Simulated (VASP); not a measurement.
Write the native input for VASP 6.6.1 that does the following.

```yaml
Task: single point
Functional: PBE
Potentials_or_basis: VASP PAW PBE potentials, release 64 (Na_pv, Cl)
Cutoff: 520 eV
k_mesh: 8 × 8 × 8
Occupations: fermi-dirac, width 0.02 eV
Spin: no spin polarisation
Dipole_correction: no
Further_INCAR_settings: ALGO = Normal; EDIFF = 1e-06; NBANDS = 14
```

The structure of NaCl lies in POSCAR:

```
NaCl
1.0
    2.8600000000      0.0143000000      0.0143000000
    0.0143000000      2.8600000000      0.0143000000
    0.0143000000      0.0143000000      2.8600000000
Na Cl
1 1
Direct
    0.0000000000      0.0000000000      0.0000000000
    0.5000000000      0.5000000000      0.5000000000
```

This cell differs from its parent crystal: equal xy, yz and zx shear strains of +1 %.

The input as run:

INCAR

```
PREC = Accurate
ENCUT = 520
EDIFF = 1E-6
ISMEAR = -1
SIGMA = 0.02
LREAL = F
LASPH = T
NELM = 80
ALGO = Normal
ISIF = 2
LWAVE = F
LCHARG = F
GGA = PE
NBANDS = 14
```

KPOINTS

```
Automatic mesh
0
Gamma
  8 8 8
```

Potentials or basis: VASP PAW PBE potentials, release 64 (Na_pv, Cl).

Command:

```bash
$ cat potpaw_PBE.64/Na_pv/POTCAR potpaw_PBE.64/Cl/POTCAR > POTCAR
$ mpirun -np 1 vasp_std > vasp.out
```

It gave:

The pressure is 65.2 GPa and the band gap on the k mesh is 4.42 eV, direct.

Caveat: the cell differs from its parent crystal (equal xy, yz and zx shear strains of +1 %).

Run time: 7.7 s on 1 thread of Intel(R) Xeon(R) Platinum 8488C (Sapphire Rapids), on a shared host, peak memory 0.14 GiB.
